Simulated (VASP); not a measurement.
Crystal: Si2B3.

```
CELL_PARAMETERS angstrom
4.03425 0.00000 0.00000
0.00000 4.03425 0.00000
0.00000 0.00000 3.93434
ATOMIC_POSITIONS crystal
Si 0.00000 0.50000 0.50000
Si 0.50000 0.00000 0.50000
B 0.50000 0.50000 0.84577
B 0.50000 0.50000 0.15423
B 0.50000 0.50000 0.50000
```

```yaml
Program: VASP 6.6.1
Task: relaxation of cell and atoms
Functional: PBE
Potentials_or_basis: VASP PAW PBE potentials, release 64 (Si, B)
Cutoff: 500 eV
k_mesh: 4 × 4 × 4
Occupations: gaussian, width 0.2 eV
Spin: no spin polarisation
```

At the start: pressure 50.4 GPa; volume 12.81 Å³/atom.

Where does the relaxation end?

Over 22 steps the energy falls by 976.7 meV/atom and the volume is 18.14 Å³/atom (+41.6 %); space group P4/mmm (No. 123, to 0.05 Å).

Step by step:
| step | energy change (eV) | largest force (eV/Å) | pressure (GPa) | volume (Å³) |
| --- | --- | --- | --- | --- |
| 1 | 0.0000 | 12.6942 | 50.37 | 64.03 |
| 2 | 12.2409 | 37.9801 | 38.07 | 104.75 |
| 3 | 8.6751 | 31.8070 | 34.87 | 96.16 |
| 4 | 6.3630 | 28.5500 | 33.42 | 89.81 |
| 5 | 2.4913 | 25.1285 | 35.89 | 76.56 |
| 6 | 0.9719 | 22.9928 | 41.20 | 70.21 |
| 7 | -2.5041 | 5.3450 | 1.61 | 90.80 |
| 8 | -2.5619 | 7.3034 | 5.19 | 87.13 |
| 9 | -2.5647 | 6.9093 | 4.45 | 87.82 |
| 10 | -3.3448 | 6.6891 | 4.17 | 85.19 |
| 11 | -4.2634 | 0.0271 | 15.31 | 77.16 |
| 12 | -4.3183 | 4.8183 | 9.01 | 80.27 |
| 13 | -4.4088 | 3.2862 | 11.40 | 78.95 |
| 14 | -4.4083 | 2.7920 | 12.09 | 78.61 |
| 15 | -4.7150 | 0.1789 | 6.46 | 82.10 |
| 16 | -4.7426 | 1.3143 | 4.35 | 83.73 |
| 17 | -4.8151 | 0.5483 | 2.44 | 86.03 |
| 18 | -4.8477 | 0.4062 | -0.12 | 89.29 |
| 19 | -4.8748 | 0.3426 | -0.34 | 90.25 |
| 20 | -4.8816 | 0.2883 | -0.48 | 90.99 |
| 21 | -4.8834 | 0.0970 | -0.22 | 90.64 |
| 22 | -4.8834 | 0.0499 | -0.25 | 90.68 |

Final structure:
```yaml
crystal:
  lattice:
    - [4.40470, 0.00000, 0.00000]
    - [0.00000, 4.40470, 0.00000]
    - [0.00000, 0.00000, 4.67407]
  atoms:
    - { symbol: Si, position: [0.00000, 0.50000, 0.50000] }
    - { symbol: Si, position: [0.50000, 0.00000, 0.50000] }
    - { symbol: B, position: [0.50000, 0.50000, 0.83144] }
    - { symbol: B, position: [0.50000, 0.50000, 0.16856] }
    - { symbol: B, position: [0.50000, 0.50000, 0.50000] }
```

Caveat: the k points lie up to 0.36 Å⁻¹ apart in the final cell; the volume moved by over 15 % at a fixed basis, so the end points are rough; the relaxation stopped at a loose force limit of 0.08 eV/Å, so its end isn't a converged minimum.
